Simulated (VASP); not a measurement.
The system is GaP.

```
CELL_PARAMETERS angstrom
0.00000 2.72525 2.72525
2.72525 0.00000 2.72525
2.72525 2.72525 0.00000
ATOMIC_POSITIONS crystal
Ga 0.00000 0.00000 0.00000
P 0.75000 0.75000 0.75000
```

Program: VASP 6.6.1. Alike in all runs: task single point; no spin polarisation; cell as given; cutoff (eV) 520.

Q: Order these runs on this cell by their pressure, lowest first.
A. level PBEsol; potentials or basis VASP PAW PBE potentials, release 64 (Ga_d, P); k mesh 6 × 6 × 6; smearing fermi-dirac 0.05 eV
B. level HF; potentials or basis VASP PAW PBE potentials, release 64 (Ga_d, P); k mesh 4 × 4 × 4; smearing fermi-dirac 0.05 eV; grid for exact exchange (PRECFOCK) Normal; share of exact exchange 1
C. level PBE; potentials or basis VASP PAW PBE potentials, release 64 (Ga_d, P); k mesh 8 × 8 × 8; smearing gaussian 0.025 eV
D. level LDA; potentials or basis VASP PAW LDA potentials, release 64 (Ga_d, P); k mesh 8 × 8 × 8; smearing fermi-dirac 0.05 eV

A: D (-2.7 GPa), A (-0.6 GPa), C (2.5 GPa), B (5.2 GPa).

Caveats: some runs use coarse meshes; the PAW data sets were made with another functional, which shifts forces and pressure a little (at least some runs).
